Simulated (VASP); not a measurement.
Ba3PbO, 5 atoms in the cell. Symmetry: Pm-3m, No. 221, cubic system. Conventional cell: a = 5.413 Å, b = 5.413 Å, c = 5.413 Å, α = 90.00°, β = 90.00°, γ = 90.00°. Pb (site symmetry m-3m) has 12 Ba at 3.83 Å and 8 O at 4.69 Å within 5.0 Å. Within 3.6 Å of O (site symmetry m-3m) lie 6 Ba at 2.71 Å. Within 3.6 Å of Ba (site symmetry 4/mmm) lie 2 O at 2.71 Å. 

| Property | Result |
| --- | --- |
| Program | VASP 6.6.1 |
| Task | single point |
| Functional | PBEsol |
| Potentials or basis | VASP PAW PBE potentials, release 64 (Pb_d, O, Ba_sv) |
| Cutoff | 520 eV |
| k mesh | 4 × 4 × 4 |
| Occupations | gaussian, width 0.05 eV |
| Spin | no spin polarisation |
| Dipole correction | no |
| Further INCAR settings | ALGO = Normal; EDIFF = 1e-07; NBANDS = 33 |

Potentials or basis: VASP PAW PBE potentials, release 64 (Pb_d, O, Ba_sv).

Launch:

```sh
$ cat potpaw_PBE.64/Pb_d/POTCAR potpaw_PBE.64/O/POTCAR potpaw_PBE.64/Ba_sv/POTCAR > POTCAR
$ mpirun -np 1 vasp_std > vasp.out
```

Hardware: 1 thread of Intel Xeon 8259CL, with other jobs on the host.

Question: Estimate the wall time of this run.

Answer: Run time: 89 s on 1 thread of Intel Xeon 8259CL, with other jobs on the host, peak memory 0.27 GiB. Counts: scf iterations 16, k points 10.
